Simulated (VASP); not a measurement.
# NaC8 (P6/mmm) in VASP: phonons with PBE+D3(BJ)

Aim: the phonons of NaC8 with PBE+D3(BJ).

Everything below comes from runs of VASP 6.6.1. Logs are shortened: lines on timing, memory, paths and dates and some standing lists are left out, and cuts for length are marked.

### 1 The cell of the first run

Symmetry: P6/mmm, No. 191, hexagonal system. Conventional cell: a = 4.976 Å, b = 4.976 Å, c = 4.509 Å, α = 90.00°, β = 90.00°, γ = 120.00°. Within 3.5 Å of Na (site symmetry 6/mmm) lie 12 C at 2.68 Å. C (site symmetry mm2) has 3 C at 1.43 to 1.44 Å within 1.9 Å. Within 1.9 Å of C (site symmetry -6m2) lie 3 C at 1.43 Å.

### 2 Phonons, PBE+D3(BJ)

File INCAR:

```
SYSTEM = NaC8
  PREC = Accurate
  ENCUT = 520
  EDIFF = 1E-8
  ISMEAR = -1
  SIGMA = 0.15
  LREAL = .FALSE.
  LASPH = .TRUE.
  NELM = 60
  ALGO = Normal
  ISIF = 2
  LWAVE = .FALSE.
  LCHARG = .FALSE.
  GGA = PE
  IVDW = 12
  IBRION = 6
  NFREE = 2
  POTIM = 0.015
  NSW = 1
  KPAR = 4
```

File KPOINTS:

```
Automatic mesh
0
G
  12 12 8
  0 0 0
```

File POSCAR:

```
NaC8
1.0
    4.9759044331      0.0000000289      0.0000000000
   -2.4879522415      4.3092596314      0.0000000000
    0.0000000000      0.0000000000      4.5089812851
Na C
1 8
Direct
    0.0000000000      0.0000000000      0.5000000000
    0.3346426710      0.1673213355      0.0000000000
    0.3333333333      0.6666666667      0.0000000000
    0.8326786645      0.1673213355      0.0000000000
    0.8326786645      0.6653573290      0.0000000000
    0.1673213355      0.3346426710      0.0000000000
    0.1673213355      0.8326786645      0.0000000000
    0.6666666667      0.3333333333      0.0000000000
    0.6653573290      0.8326786645      0.0000000000
```

Potentials or basis: VASP PAW PBE potentials, release 64 (Na_pv, C).

Started as:

```
$ cat potpaw_PBE.64/Na_pv/POTCAR potpaw_PBE.64/C/POTCAR > POTCAR
$ mpirun -np 4 vasp_std > vasp.out
```

OUTCAR:

```text
SYSTEM = NaC8
   PREC = Accurate
   ENCUT = 520
   EDIFF = 1E-8
   ISMEAR = -1
   LREAL = .FALSE.
   LASPH = .TRUE.
   NELM = 60
   ISIF = 2
   GGA = PE
   IVDW = 12
   IBRION = 6
   NFREE = 2
   POTIM = 0.015
   NSW = 1
 IVDW          = 12

 ion  position               nearest neighbor table
   1  0.000  0.000  0.500-
   2  0.335  0.167  0.000-   8 1.43   6 1.44   7 1.44
   3  0.333  0.667  0.000-   7 1.43   6 1.43   9 1.43
   4  0.833  0.167  0.000-   8 1.43   9 1.44   6 1.44
   5  0.833  0.665  0.000-   8 1.43   9 1.44   7 1.44
   6  0.167  0.335  0.000-   3 1.43   2 1.44   4 1.44
   7  0.167  0.833  0.000-   3 1.43   2 1.44   5 1.44
   8  0.667  0.333  0.000-   4 1.43   5 1.43   2 1.43
   9  0.665  0.833  0.000-   3 1.43   5 1.44   4 1.44

  LATTYP: Found a hexagonal cell.
 ALAT       =     4.9759044331
 C/A-ratio  =     0.9061631600

  Lattice vectors:

 A1 = (   4.9759044331,   0.0000000289,   0.0000000000)
 A2 = (  -2.4879522415,   4.3092596314,   0.0000000000)
 A3 = (   0.0000000000,   0.0000000000,   4.5089812851)

Analysis of symmetry for initial positions (statically):
=====================================================================
 Subroutine PRICEL returns:
 Original cell was already a primitive cell.

 Routine SETGRP: Setting up the symmetry group for a
 hexagonal supercell.

 Subroutine GETGRP returns: Found 24 space group operations
 (whereof 24 operations were pure point group operations)
 out of a pool of 24 trial point group operations.

The static configuration has the point symmetry D_6h.

Analysis of symmetry for dynamics (positions and initial velocities):
=====================================================================
 Subroutine PRICEL returns:
 Original cell was already a primitive cell.

 Routine SETGRP: Setting up the symmetry group for a
 hexagonal supercell.

 Subroutine GETGRP returns: Found 24 space group operations
 (whereof 24 operations were pure point group operations)
 out of a pool of 24 trial point group operations.

The dynamic configuration has the point symmetry D_6h.

 Subroutine INISYM returns: Found 24 space group operations
[... 157 lines left out ...]
  ---------------------------------------------------
  free energy    TOTEN  =       -75.02139086 eV

  energy without entropy =      -74.89848409  energy(sigma->0) =      -74.95993747

------------------------ aborting loop because EDIFF is reached ----------------------------------------

 Edisp (eV)   -1.16786

 E8    (eV) :    -0.3875
[... 126 lines left out ...]
  FREE ENERGIE OF THE ION-ELECTRON SYSTEM (eV)
  ---------------------------------------------------
  free  energy   TOTEN  =       -76.1891412146 eV

  energy  without entropy=      -76.0662330810  energy(sigma->0) =      -76.12768715

[... ionic steps 4 to 10 ...]

--------------------------------------- Ionic step       11  -------------------------------------------

 number of electron      39.0000001 magnetization

------------------------ aborting loop because EDIFF is reached ----------------------------------------
[... 89 lines left out ...]
--------------------------------------- Ionic step       13  -------------------------------------------

 number of electron      39.0000001 magnetization

 Free energy of the ion-electron system (eV)
  ---------------------------------------------------
  ext. energy  EPLUGINS =         0.00000000
  ---------------------------------------------------
  free energy    TOTEN  =       -75.02008933 eV

  energy without entropy =      -74.89713285  energy(sigma->0) =      -74.95861109

 E-fermi :   5.1143     XC(G=0):  -9.1774

 val. band max:        5.0953122043   @ k =   0.0000   0.0833   0.3750
 cond. band min:       5.1153898080   @ k =   0.0833   0.0833   0.2500
 fundamental gap:      0.0200776037
 Fermi energy:         5.1142772975

 k-point     1 :       0.0000    0.0000    0.0000
  band No.  band energies     occupation
      1     -20.8173      2.00000
      2     -20.8173      2.00000
      3     -20.8110      2.00000
      4     -15.5029      2.00000
      5     -10.3564      2.00000
      6     -10.3564      2.00000
[... 637 lines left out ...]
     23       8.4640      0.00000
     24       8.9822      0.00000

 [... further k-points ...]

------------------------ aborting loop because EDIFF is reached ----------------------------------------

 Edisp (eV)   -1.16786

 E8    (eV) :    -0.3875
[... 32 lines left out ...]
  FREE ENERGIE OF THE ION-ELECTRON SYSTEM (eV)
  ---------------------------------------------------
  free  energy   TOTEN  =       -76.1879459498 eV

  energy  without entropy=      -76.0649894738  energy(sigma->0) =      -76.12646771

 INTERNAL STRAIN TENSORS FROM DISPLACED ATOMS
 ============================================

 INTERNAL STRAIN TENSOR FOR ION    1 for displacements in x,y,z  (eV/Angst):
          X           Y           Z          XY          YZ          ZX
  --------------------------------------------------------------------------------
  x     0.00000     0.00000     0.00000     0.00000     0.00000     0.00000
  y     0.00000     0.00000     0.00000     0.00000     0.00000     0.00000
  z     0.00000     0.00000     0.00000     0.00000     0.00000     0.00000

 INTERNAL STRAIN TENSOR FOR ION    9 for displacements in x,y,z  (eV/Angst):
          X           Y           Z          XY          YZ          ZX
  --------------------------------------------------------------------------------
  x    -1.77061    -0.56911     1.47039   -10.75047     0.00000     0.00000
  y   -10.73220     9.38136     0.84893    -0.60075     0.00000     0.00000
  z     0.00000     0.00000     0.00000     0.00000     0.62970     1.09067

 Eigenvectors and eigenvalues of the dynamical matrix
   1 f  =   39.843698 THz   250.345336 2PiTHz 1329.042698 cm-1   164.780219 meV
   2 f  =   39.843698 THz   250.345336 2PiTHz 1329.042698 cm-1   164.780219 meV
   3 f  =   39.753466 THz   249.778391 2PiTHz 1326.032878 cm-1   164.407049 meV
   4 f  =   39.753466 THz   249.778391 2PiTHz 1326.032878 cm-1   164.407049 meV
   5 f  =   39.424399 THz   247.710804 2PiTHz 1315.056396 cm-1   163.046140 meV
   6 f  =   39.014826 THz   245.137382 2PiTHz 1301.394518 cm-1   161.352283 meV
[... 16 lines left out ...]
  23 f  =    3.506169 THz    22.029909 2PiTHz  116.953206 cm-1    14.500343 meV
  24 f  =    3.506169 THz    22.029909 2PiTHz  116.953206 cm-1    14.500343 meV
  25 f/i=    0.015090 THz     0.094816 2PiTHz    0.503361 cm-1     0.062409 meV
  26 f/i=    0.015658 THz     0.098383 2PiTHz    0.522301 cm-1     0.064757 meV
  27 f/i=    0.015658 THz     0.098383 2PiTHz    0.522301 cm-1     0.064757 meV

 ELASTIC MODULI CONTR FROM IONIC RELAXATION (kBar)
 Direction    XX          YY          ZZ          XY          YZ          ZX
 --------------------------------------------------------------------------------
 XX        -204.8761    199.6776      3.2670     -0.0000      0.0000     -0.0000
 YY         199.6776   -204.8761      3.2670     -0.0000     -0.0000      0.0000
 ZZ           3.2670      3.2670     -4.1063      0.0000     -0.0000      0.0000
 XY          -0.0000     -0.0000      0.0000   -202.2769      0.0000     -0.0000
 YZ           0.0000     -0.0000     -0.0000      0.0000     -9.1241     -0.0000
 ZX          -0.0000      0.0000      0.0000     -0.0000     -0.0000     -9.1241
 --------------------------------------------------------------------------------
```

OSZICAR:

```text
N       E                     dE             d eps       ncg     rms          rms(c)
DAV:   1     0.299089196906E+03    0.29909E+03   -0.19568E+04  4560   0.160E+03
DAV:   2    -0.522675067422E+02   -0.35136E+03   -0.34234E+03  5568   0.394E+02
DAV:   3    -0.801581312781E+02   -0.27891E+02   -0.27504E+02  5752   0.115E+02
[... 139 lines left out ...]
DAV:   4    -0.750200861975E+02   -0.14755E-04   -0.24230E-04  7936   0.933E-02    0.135E-02
DAV:   5    -0.750200887245E+02   -0.25270E-05   -0.74095E-06  9392   0.182E-02    0.579E-03
DAV:   6    -0.750200893143E+02   -0.58980E-06   -0.78434E-07  7968   0.571E-03    0.921E-04
DAV:   7    -0.750200893265E+02   -0.12172E-07   -0.56169E-08  8128   0.154E-03    0.395E-04
DAV:   8    -0.750200893288E+02   -0.22794E-08   -0.11435E-08  5896   0.683E-04
  13 F= -.76187946E+02 E0= -.76126468E+02  d E =-.122956E+00
```

stdout:

```text
POSCAR found type information on POSCAR NaC
 POSCAR found :  2 types and       9 ions
 scaLAPACK will be used
 LDA part: xc-table for (Slater+PW92), standard interpolation
 POSCAR, INCAR and KPOINTS ok, starting setup
 FFT: planning ... GRIDC
 FFT: planning ... GRID_SOFT
 FFT: planning ... GRID
 WAVECAR not read
 entering main loop
 Found     6 degrees of freedom:
 Finite differences POTIM= 0.01500 DOF=   6
 bond charge predicted
 Finite differences progress:
 bond charge predicted
 Finite differences progress:
 bond charge predicted
 Finite differences progress:
 bond charge predicted
 Finite differences progress:
 bond charge predicted
 Finite differences progress:
 bond charge predicted
 Finite differences progress:
 bond charge predicted
 Finite differences progress:
 bond charge predicted
 Finite differences progress:
 bond charge predicted
 Finite differences progress:
 bond charge predicted
 Finite differences progress:
 bond charge predicted
 Finite differences progress:
 bond charge predicted
 Finite differences progress:
```

Wall time 12 min (4 MPI ranks of Intel Xeon 6975P-C (Granite Rapids), shared host); peak memory 1.1 GiB.

What came out:

```yaml
Highest_phonon_frequency_at_Γ: 1329 cm⁻¹
Dispersion_energy_per_atom: -0.130 eV
```

Phonon frequencies in cm⁻¹ (negative: imaginary):
```csv
q point,frequencies
"(0.000, 0.000, 0.000)",-1 -1 -1 117 117 278 413 442 442 545 545 566 612 615 615 795 1238 1238 1257 1292 1292 1301 1315 1326 1326 1329 1329
```
